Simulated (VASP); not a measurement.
A run of VASP 6.6.1 is set up as follows.

The input INCAR:

```
SYSTEM = HfO2
PREC = Accurate
ENCUT = 520
EDIFF = 1E-7
ISMEAR = 0
SIGMA = 0.05
LREAL = .FALSE.
LASPH = .TRUE.
NELM = 60
ALGO = Normal
ISIF = 2
LWAVE = .FALSE.
LCHARG = .FALSE.
GGA = PS
NBANDS = 18
```

The input KPOINTS:

```
Automatic mesh
0
G
  8 8 8
  0 0 0
```

Contents of POSCAR:

```
HfO2
1.0
    0.0000000000      2.5809576693      2.4042868482
    2.5809576693      0.0000000000      2.4042868482
    2.5809576693      2.5809576693      0.0000000000
Hf O
1 2
Direct
   -0.0029392237      0.0029392237      0.0029392237
    0.2663952796      0.2336047204      0.2336047204
    0.7663952796      0.7336047204      0.7336047204
```

Potentials or basis: VASP PAW PBE potentials, release 64 (Hf_pv, O).

Run with:

```console
$ cat potpaw_PBE.64/Hf_pv/POTCAR potpaw_PBE.64/O/POTCAR > POTCAR
$ mpirun -np 1 vasp_std > vasp.out
```

Problem. Predict the largest force.

Solution. 0.536 eV/Å.

Problem. Estimate the pressure.

Solution. -1.8 GPa.

Forces in eV/Å, atoms in the order of the input:
```
Hf  -0.536  0.000  0.000
O    0.268  0.000  0.000
O    0.268  0.000  0.000
```

Caveat: the cell differs from its parent crystal (mode 4 frozen in at -0.083 Å, strain +e along z and -e/2 along x and y -0.0467); the PAW data sets were made with another functional, which shifts forces and pressure a little.
